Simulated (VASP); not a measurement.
# SiC in VASP: notebook

Aim: see how the results for SiC move with the level of theory and the settings. Levels: LDA, PBEsol. Tasks: single point.

Everything below comes from runs of VASP 6.6.1. Logs are shortened: lines on timing, memory, paths and dates and some standing lists are left out, and cuts for length are marked.

### Step 1. The cell of the first run

The cell holds a slab with vacuum, 6 atoms: a = 3.061 Å, b = 4.329 Å, c = 19.061 Å, α = 90.00°, β = 90.00°, γ = 90.00°.

### Step 2. Single point, LDA

Input file INCAR:

```
SYSTEM = SiC
PREC = Accurate
ENCUT = 520
EDIFF = 1E-7
ISMEAR = -1
SIGMA = 0.02
LREAL = .FALSE.
LASPH = .TRUE.
NELM = 100
ALGO = Normal
ISIF = 2
LWAVE = .FALSE.
LCHARG = .FALSE.
LDIPOL = .TRUE.
IDIPOL = 3
DIPOL = 0.5 0.5 0.500
GGA = CA
NBANDS = 21
```

Input file KPOINTS:

```
Automatic mesh
0
G
  8 6 1
  0 0 0
```

Input file POSCAR:

```
SiC
1.0
    3.0609725613      0.0000000000      0.0000000000
    0.0000000000      4.3288689102      0.0000000000
    0.0000000000      0.0000000000     19.0610000000
Si C
3 3
Direct
    0.2500000000      0.0903230807      0.4300294461
    0.7500000000      0.6406847590      0.4999999930
    0.2500000000      0.0903230844      0.5699705667
    0.7500000000      0.8918217551      0.4193148911
    0.2500000000      0.3950255987      0.5000000044
    0.7500000000      0.8918217222      0.5806850986
```

Potentials or basis: VASP PAW LDA potentials, release 64 (Si, C).

Command:

```console
cat potpaw_LDA.64/Si/POTCAR potpaw_LDA.64/C/POTCAR > POTCAR
mpirun -np 1 vasp_std > vasp.out
```

OUTCAR:

```text
SYSTEM = SiC
   PREC = Accurate
   ENCUT = 520
   EDIFF = 1E-7
   ISMEAR = -1
   LREAL = .FALSE.
   LASPH = .TRUE.
   NELM = 100
   ISIF = 2
   GGA = CA

 ion  position               nearest neighbor table
   1  0.250  0.090  0.430-   4 1.77   4 1.77   5 1.88   3 2.67   2 2.81   2 2.81   2 3.13   2 3.13

   2  0.750  0.641  0.500-   5 1.86   5 1.86   6 1.88   4 1.88   1 2.81   1 2.81   3 2.81   3 2.81
                             1 3.13   1 3.13   3 3.13   3 3.13
   3  0.250  0.090  0.570-   6 1.77   6 1.77   5 1.88   1 2.67   2 2.81   2 2.81   2 3.13   2 3.13

   4  0.750  0.892  0.419-   1 1.77   1 1.77   2 1.88
   5  0.250  0.395  0.500-   2 1.86   2 1.86   1 1.88   3 1.88
   6  0.750  0.892  0.581-   3 1.77   3 1.77   2 1.88

  LATTYP: Found a simple orthorhombic cell.
 ALAT       =     3.0609725613
 B/A-ratio  =     1.4142135624
 C/A-ratio  =     6.2271058032

  Lattice vectors:

 A1 = (   3.0609725613,   0.0000000000,   0.0000000000)
 A2 = (   0.0000000000,   4.3288689102,   0.0000000000)
 A3 = (   0.0000000000,   0.0000000000,  19.0610000000)

Analysis of symmetry for initial positions (statically):
=====================================================================
 Subroutine PRICEL returns:
 Original cell was already a primitive cell.

 Routine SETGRP: Setting up the symmetry group for a
 simple orthorhombic supercell.

 Subroutine GETGRP returns: Found  4 space group operations
 (whereof  2 operations were pure point group operations)
 out of a pool of  8 trial point group operations.

The static configuration has the point symmetry C_1h.
 The point group associated with its full space group is C_2v.

Analysis of symmetry for dynamics (positions and initial velocities):
=====================================================================
 Subroutine PRICEL returns:
 Original cell was already a primitive cell.

 Routine SETGRP: Setting up the symmetry group for a
 simple orthorhombic supercell.

 Subroutine GETGRP returns: Found  4 space group operations
 (whereof  2 operations were pure point group operations)
 out of a pool of  8 trial point group operations.

The dynamic configuration has the point symmetry C_1h.
 The point group associated with its full space group is C_2v.

 Subroutine INISYM returns: Found  4 space group operations
 (whereof  2 operations are pure point group operations),
 and found     1 'primitive' translations

----------------------------------------------------------------------------------------

                                     Primitive cell

  volume of cell :     252.5687

  direct lattice vectors                    reciprocal lattice vectors
     3.060972561  0.000000000  0.000000000     0.326693552  0.000000000  0.000000000
     0.000000000  4.328868910  0.000000000     0.000000000  0.231007226  0.000000000
     0.000000000  0.000000000 19.061000000     0.000000000  0.000000000  0.052463145

  length of vectors
     3.060972561  4.328868910 19.061000000     0.326693552  0.231007226  0.052463145

  position of ions in fractional coordinates (direct lattice)
     0.250000000  0.090323081  0.430029446
     0.750000000  0.640684759  0.499999993
     0.250000000  0.090323084  0.569970567
     0.750000000  0.891821755  0.419314891
     0.250000000  0.395025599  0.500000004
     0.750000000  0.891821722  0.580685099

  ion indices of the primitive-cell ions
   primitive index   ion index
                 1           1
                 2           2
                 3           3
                 4           4
                 5           5
                 6           6

----------------------------------------------------------------------------------------

 KPOINTS: Automatic mesh

Automatic generation of k-mesh.
 Grid dimensions read from file:
 generate k-points for:    8    6    1

 Generating k-lattice:

  Cartesian coordinates                     Fractional coordinates (reciprocal lattice)
     0.040836694  0.000000000  0.000000000     0.125000000  0.000000000  0.000000000
     0.000000000  0.038501204  0.000000000     0.000000000  0.166666667  0.000000000
     0.000000000  0.000000000  0.052463145     0.000000000  0.000000000  1.000000000

  Length of vectors
     0.040836694  0.038501204  0.052463145

  Shift w.r.t. Gamma in fractional coordinates (k-lattice)
     0.000000000  0.000000000  0.000000000

 Subroutine IBZKPT returns following result:
 ===========================================

 Found     20 irreducible k-points:

 Following reciprocal coordinates:
            Coordinates               Weight
  0.000000  0.000000  0.000000      1.000000
  0.125000  0.000000  0.000000      2.000000
  0.250000  0.000000  0.000000      2.000000
  0.375000  0.000000  0.000000      2.000000
  0.500000  0.000000  0.000000      1.000000
  0.000000  0.166667  0.000000      2.000000
[... 12 lines left out ...]
  0.375000  0.500000  0.000000      2.000000
  0.500000  0.500000  0.000000      1.000000
   k-points           NKPTS =     20   k-points in BZ     NKDIM =     20   number of bands    NBANDS=     21
   number of dos      NEDOS =    301   number of ions     NIONS =      6
   total plane-waves  NPLWV = 110592
   dimension x,y,z NGX =    24 NGY =   32 NGZ =  144
   dimension x,y,z NGXF=    48 NGYF=   64 NGZF=  288
   ions per type =               3   3
   NGX,Y,Z   is equivalent  to a cutoff of  13.03, 12.29, 12.56 a.u.
   NGXF,Y,Z  is equivalent  to a cutoff of  26.07, 24.58, 25.12 a.u.
 SYSTEM =  SiC
   PREC   = accura    normal or accurate (medium, high low for compatibility)
   ISTART =      0    job   : 0-new  1-cont  2-samecut
   ICHARG =      2    charge: 1-file 2-atom 10-const
   ISPIN  =      1    spin polarized calculation?
   LNONCOLLINEAR =      F non collinear calculations
   LSORBIT =      F    spin-orbit coupling
   LASPH  =      T    aspherical Exc in radial PAW
   ENCUT  =  520.0 eV  38.22 Ry    6.18 a.u.   5.69  8.05 35.44*2*pi/ulx,y,z
   NELM   =    100;   NELMIN=  2; NELMDL= -5     # of ELM steps
   EDIFF  = 0.1E-06   stopping-criterion for ELM
   LREAL  =      F    real-space projection
   EDIFFG = 0.1E-05   stopping-criterion for IOM
   NSW    =      0    number of steps for IOM
   IBRION =     -1    ionic relax: 0-MD 1-quasi-New 2-CG
   NFREE  =      0    steps in history (QN), initial steepest desc. (CG)
   ISIF   =      2    stress and relaxation
   ISYM   =      2    0-nonsym 1-usesym 2-fastsym
   POTIM  = 0.5000    time-step for ionic-motion
   TEBEG  =    0.0;   TEEND  =   0.0 temperature during run
   PSTRESS=    0.0 pullay stress
   NELECT =      24.0000    total number of electrons
   NUPDOWN=      -1.0000    fix difference up-down
   EMIN   =  10.00;   EMAX   =-10.00  energy-range for DOS
   EFERMI =   0.00;   METHOD = LEGACY
   ISMEAR =    -1;   SIGMA  =   0.02  broadening in eV -4-tet -1-fermi 0-gaus
   EFERMI_NEDOS =   21; number of points for ismear=-14 and -15
   IALGO  =     38    algorithm
   IMIX   =      4    mixing-type and parameters
     AMIX     =   0.40;   BMIX     =  1.00
     AMIX_MAG =   1.60;   BMIX_MAG =  1.00
  volume/ion in A,a.u.               =      42.09       284.07
  Fermi-wavevector in a.u.,A,eV,Ry     =   0.747054  1.411728  7.593273  0.558090
  Thomas-Fermi vector in A             =   1.843019
   LORBIT       =      0    0 simple, 1 ext, 2 COOP (PROOUT), +10 PAW based schemes
   GGA     = CA    functional components
   LHFCALC =     F    Hartree Fock is set to
   AEXX    =    0.0000 exact exchange contribution
   IVDW    =     0    specifies the selected vdW correction
   LEPSILON=     F    determine dielectric tensor
   LRPA    =     F    only Hartree local field effects (RPA)
 non-spin polarized calculation
  energy-cutoff  :      520.00
  volume of cell :      252.57
 maximum number of plane-waves:      6856
 NGX is ok and might be reduce to    24
   NGX = 11   NGY = 17   NGZ = 71

 dipolmoment           0.000000      0.000000     -0.000000 electrons x Angstroem

 number of electron      24.0000001 magnetization

 dipolmoment           0.000000      0.000000      0.000001 electrons x Angstroem

 Free energy of the ion-electron system (eV)
  ---------------------------------------------------
  ext. energy  EPLUGINS =         0.00000000
  ---------------------------------------------------
  free energy    TOTEN  =       -44.20449847 eV

  energy without entropy =      -44.20021193  energy(sigma->0) =      -44.20235520

 E-fermi :  -1.9863     XC(G=0):  -3.7400

 val. band max:       -2.0208718381   @ k =   0.3750   0.0000   0.0000
 cond. band min:      -1.9691335550   @ k =   0.5000   0.3333   0.0000
 fundamental gap:      0.0517382831
 Fermi energy:        -1.9862756188

 k-point     1 :       0.0000    0.0000    0.0000
  band No.  band energies     occupation
      1     -17.5795      2.00000
      2     -14.6217      2.00000
      3     -12.9631      2.00000
      4     -10.0723      2.00000
      5      -7.2705      2.00000
      6      -6.9708      2.00000
[... 13 lines left out ...]
     20       4.4985      0.00000
     21       5.3628      0.00000

 k-point     2 :       0.1250    0.0000    0.0000
  band No.  band energies     occupation
      1     -17.3740      2.00000
      2     -14.4333      2.00000
      3     -12.8689      2.00000
      4      -9.9431      2.00000
      5      -7.0941      2.00000
      6      -6.9978      2.00000
[... 13 lines left out ...]
     20       4.1097      0.00000
     21       4.8787      0.00000
[... 391 lines left out ...]
      5      -9.6468      2.00000
      6      -8.8695      2.00000
[... 13 lines left out ...]
     20       5.7042      0.00000
     21       6.4198      0.00000

 k-point    20 :       0.5000    0.5000    0.0000
  band No.  band energies     occupation
      1     -14.0670      2.00000
      2     -13.8508      2.00000
      3     -12.3782      2.00000
      4     -11.4790      2.00000
      5     -10.4053      2.00000
      6      -9.5397      2.00000
[... 13 lines left out ...]
     20       5.8003      0.00000
     21       6.0610      0.00000

------------------------ aborting loop because EDIFF is reached ----------------------------------------

 vacuum level on the upper side and lower side of the slab       (xc-potential included)        -0.101        -0.101

  FORCE on cell =-STRESS in cart. coord.  units (eV):
  Direction    XX          YY          ZZ          XY          YZ          ZX
  --------------------------------------------------------------------------------------
  -------------------------------------------------------------------------------------
  Total        1.8173924     -0.5846798      0.0356615      0.0000000      0.0000000      0.0000000
  in kB       11.5286840     -3.7089341      0.2262197      0.0000000      0.0000000      0.0000000
  external PRESSURE =       2.6819899 kB  Pullay stress =       0.0000000 kB

 VOLUME and BASIS-vectors are now :
 -----------------------------------------------------------------------------
  energy-cutoff  :      520.00
  volume of cell :      252.57
      direct lattice vectors                 reciprocal lattice vectors
     3.060972561  0.000000000  0.000000000     0.326693552  0.000000000  0.000000000
     0.000000000  4.328868910  0.000000000     0.000000000  0.231007226  0.000000000
     0.000000000  0.000000000 19.061000000     0.000000000  0.000000000  0.052463145

 POSITION                                       TOTAL-FORCE (eV/Angst)
 -----------------------------------------------------------------------------------
      0.76524      0.39100      8.19679         0.000000      0.005306      0.000519
      2.29573      2.77344      9.53050         0.000000     -0.001332      0.000000
      0.76524      0.39100     10.86421         0.000000      0.005306     -0.000519
      2.29573      3.86058      7.99256         0.000000     -0.009227     -0.019882
      0.76524      1.71001      9.53050         0.000000      0.009173      0.000000
      2.29573      3.86058     11.06844         0.000000     -0.009227      0.019882
 -----------------------------------------------------------------------------------
    total drift:                                0.000000     -0.000395      0.000182

  FREE ENERGIE OF THE ION-ELECTRON SYSTEM (eV)
  ---------------------------------------------------
  free  energy   TOTEN  =       -44.2044984715 eV

  energy  without entropy=      -44.2002119266  energy(sigma->0) =      -44.20235520

 vacuum level on the upper side and lower side of the slab         3.423         3.423
```

It took 90 s on 1 thread of AMD EPYC 9R45 (Zen 5), shared host; peak memory 0.26 GiB.

Results:

| Property | Result |
| --- | --- |
| Free energy | -44.2045 eV |
| Largest force | 0.022 eV/Å |
| Band gap on the k mesh | zero (bands 12 and 13 overlap by 0.07 eV) |

Forces on the atoms (eV/Å):
```
Si   0.000  0.005  0.001
Si   0.000 -0.001  0.000
Si   0.000  0.005 -0.001
C    0.000 -0.009 -0.020
C    0.000  0.009  0.000
C    0.000 -0.009  0.020
```

### Step 3. Single point, LDA

Input file INCAR:

```
ALGO = Normal
EDIFF = 1E-6
ENCUT = 520
GGA = CA
ISIF = 2
ISMEAR = -1
LASPH = T
LCHARG = F
LREAL = F
LWAVE = F
NBANDS = 21
NELM = 80
PREC = Accurate
SIGMA = 0.02
```

Input file KPOINTS:

```
k-points
0
Gamma
  8 6 1
```

POSCAR is that of step 2.

Potentials or basis: VASP PAW LDA potentials, release 64 (Si, C).

Command:

```console
cat potpaw_LDA.64/Si/POTCAR potpaw_LDA.64/C/POTCAR > POTCAR
mpirun -np 1 vasp_std > vasp.out
```

Run time: 90 s. Hardware: 1 thread of AMD EPYC 9R45 (Zen 5), shared host; peak memory 0.26 GiB.

Results (log left out):

```
Free energy            : -44.2045 eV
Largest force          : 0.022 eV/Å
Band gap on the k mesh : zero (bands 12 and 13 overlap by 0.07 eV)
```

Forces in eV/Å, atoms in the order of the input:
```
Si   0.000  0.005  0.001
Si   0.000 -0.001  0.000
Si   0.000  0.005 -0.001
C    0.000 -0.009 -0.020
C    0.000  0.009  0.000
C    0.000 -0.009  0.020
```

Levels at points of the mesh, in eV from the Fermi level:
```tsv
k point	band 8	band 9	band 10	band 11	band 12	band 13	band 14	band 15	band 16	band 17
(0.00, 0.00, 0.00)	-3.77	-2.35	-1.41	-1.27	-0.71	1.40	1.74	3.53	4.78	5.30
(0.50, 0.00, 0.00)	-4.22	-3.17	-2.82	-1.64	-1.11	0.18	1.89	2.94	4.01	5.72
(0.00, 0.50, 0.00)	-2.43	-2.42	-2.29	-1.78	-0.04	1.22	2.58	3.53	5.12	5.79
(0.50, 0.50, 0.00)	-3.82	-3.79	-3.47	-0.70	0.04	0.32	2.55	4.16	6.05	6.46
```

Caveat: there is no dipole correction, which matters where the two faces differ.

### Step 4. Single point, PBEsol

Input file INCAR:

```
PREC = Accurate
ENCUT = 520
EDIFF = 1E-6
ISMEAR = -1
SIGMA = 0.02
LREAL = False
LASPH = True
NELM = 100
ALGO = Normal
ISIF = 2
LWAVE = False
LCHARG = False
LDIPOL = True
IDIPOL = 3
DIPOL = 0.5 0.5 0.500
GGA = PS
NBANDS = 21
```

Input file KPOINTS:

```
Automatic mesh
0
Gamma
  8 6 1
```

POSCAR is that of step 3.

Potentials or basis: VASP PAW PBE potentials, release 64 (Si, C).

Command:

```console
cat potpaw_PBE.64/Si/POTCAR potpaw_PBE.64/C/POTCAR > POTCAR
mpirun -np 1 vasp_std > vasp.out
```

It took 96 s on 1 thread of AMD EPYC 9R45 (Zen 5), shared host; peak memory 0.32 GiB.

It converged, with:

```yaml
Free_energy: -42.2201 eV
Largest_force: 0.385 eV/Å
Band_gap_on_the_k_mesh: zero (bands 12 and 13 overlap by 0.07 eV)
```

Forces in eV/Å, atoms in the order of the input:
```
Si   0.000  0.096 -0.029
Si   0.000  0.059  0.000
Si   0.000  0.096  0.029
C    0.000 -0.163 -0.349
C    0.000  0.074  0.000
C    0.000 -0.163  0.349
```

Levels at points of the mesh, in eV from the Fermi level:
| k point | band 9 | band 10 | band 11 | band 12 | band 13 | band 14 | band 15 | band 16 |
| --- | --- | --- | --- | --- | --- | --- | --- | --- |
| (0.00, 0.00, 0.00) | -2.33 | -1.39 | -1.25 | -0.71 | 1.40 | 1.73 | 3.58 | 4.73 |
| (0.50, 0.00, 0.00) | -3.17 | -2.82 | -1.67 | -1.12 | 0.17 | 1.91 | 2.92 | 4.02 |
| (0.00, 0.50, 0.00) | -2.41 | -2.26 | -1.79 | -0.04 | 1.27 | 2.63 | 3.52 | 5.13 |
| (0.50, 0.50, 0.00) | -3.80 | -3.49 | -0.72 | 0.03 | 0.33 | 2.58 | 4.18 | 6.10 |

Caveat: the PAW data sets were made with another functional, which shifts forces and pressure a little.

### Step 5. Summary

| level | potentials or basis | dipole correction | gap on the mesh (eV) | largest force (eV/Å) |
| --- | --- | --- | --- | --- |
| LDA | VASP PAW LDA potentials, release 64 (Si, C) | yes | none | 0.02 |
| LDA | VASP PAW LDA potentials, release 64 (Si, C) | no | none | 0.02 |
| PBEsol | VASP PAW PBE potentials, release 64 (Si, C) | yes | none | 0.39 |

Alike in all rows: task single point; no spin polarisation; cell as given; k mesh 8 × 6 × 1; cutoff (eV) 520; smearing fermi-dirac 0.02 eV.

Caveats: there is no dipole correction, which matters where the two faces differ (at least some runs); the PAW data sets were made with another functional, which shifts forces and pressure a little (at least some runs).

Total energies depend on the potentials used, so only differences within one code and one set of settings carry meaning.

The gap in the log of VASP goes by the Fermi energy; the results here count the filled bands.